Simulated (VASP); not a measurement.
Here is a VASP 6.6.1 calculation.

INCAR

```
SYSTEM = I
ALGO = Normal ; EDIFF = 1E-6
ENCUT = 520 ; GGA = PE
ISIF = 2 ; ISMEAR = -1
LASPH = .TRUE. ; LCHARG = .FALSE.
LREAL = .FALSE. ; LWAVE = .FALSE.
NBANDS = 14 ; NELM = 60
PREC = Accurate ; SIGMA = 0.06122561905347299
```

KPOINTS

```
k-points
0
G
  12 12 12
  0 0 0
```

File POSCAR:

```
I
1.0
    0.0000000000      3.9272456142      3.9272456142
    3.9272456142      0.0000000000      3.9272456142
    3.9272456142      3.9272456142      0.0000000000
I
2
Direct
    0.0000000000      0.0000000000      0.0000000000
    0.2500000000      0.2500000000      0.2500000000
```

Potentials or basis: VASP PAW PBE potentials, release 64 (I).

Command:

```sh
$ cat potpaw_PBE.64/I/POTCAR > POTCAR
$ mpirun -np 1 vasp_std > vasp.out
```

Problem. Estimate the pressure.

Solution. 0.0 GPa.

Problem. Estimate the band gap on the k mesh.

Solution. Zero (band 7 reaches 0.63 eV, above the bottom of band 8 at -0.54 eV).

Caveat: spin-orbit coupling is left out, which moves the levels of the heavy elements.
